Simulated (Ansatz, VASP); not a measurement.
O in VASP and in Ansatz

```
O
1.0
     0.00000    1.69736    4.57850
     1.70318    0.00000    4.57850
     1.70318    1.69736    0.00000
O
2
Direct
  0.06751 0.06751 0.93249
  0.93249 0.93249 0.06751
```

Change from the starting cell: volume 13.236 Å^3 an atom, stretch along c over the lengths across it, relative to the relaxed cell 1.0000.

Alike in both runs: task single point; functional PBEsol; k mesh 22 × 22 × 22; occupations gaussian, width 0.15 eV; no spin polarisation.

|  | VASP | Ansatz |
| --- | --- | --- |
| version | VASP 6.6.1 | Ansatz 0.2.0 |
| potentials or method | VASP PAW PBE potentials, release 64 (O), cutoff 520 eV | scalar-relativistic, plane waves, PAW |
| valence electrons in the cell | 12 | 12 |

VASP gave:

```
gap on the k mesh at the Fermi level (eV)                     : none
pressure (GPa)                                                : -4.4
traceless stress, the component that is largest in VASP (GPa) : -2.67
rms of the force components (eV/Å)                            : 0.516
```

Question: What did Ansatz give for the same quantities?

Answer: gap on the k mesh at the Fermi level (eV): none; pressure (GPa): -6.9; traceless stress, the component that is largest in VASP (GPa): -8.19; rms of the force components (eV/Å): 1.164.

VASP's potentials were made for PBE, not for PBEsol. Atom by atom the forces differ by 0.648 eV/Å (rms over components). A gap of «none» marks a metal or a gap that the smearing closes. With one functional, cell and mesh, what is left measures potentials, basis and numerics.

Noted on VASP's run: the standard files for N, O and F lose accuracy on very short bonds; spin is off for a triplet molecule.
